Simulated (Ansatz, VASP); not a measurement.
# Nb in VASP and in Ansatz

```
Nb
1.0
    -0.66870    1.83891    1.83891
     1.83891   -0.66870    1.83891
     1.83891    1.83891   -0.66870
Nb
1
Cartesian
  0.0000 0.0000 0.0000
```

Alike in both runs: task single point; functional PBEsol; k mesh 22 × 22 × 22; occupations gaussian, width 0.15 eV; no spin polarisation.

|  | VASP | Ansatz |
| --- | --- | --- |
| version | VASP 6.6.1 | Ansatz 0.2.0 |
| potentials or method | VASP PAW PBE potentials, release 64 (Nb_sv), cutoff 520 eV | scalar-relativistic, plane waves, PAW |
| valence electrons in the cell | 13 | 13 |

```tsv
	VASP	Ansatz	Ansatz less VASP
gap on the k mesh at the Fermi level (eV)	none	none	-
pressure (GPa)	-1.0	-0.9	+0.16
traceless stress, the component that is largest in VASP (GPa)	9.80	9.80	+0.007
```

VASP's potentials were made for PBE, not for PBEsol. A gap of «none» marks a metal or a gap that the smearing closes.
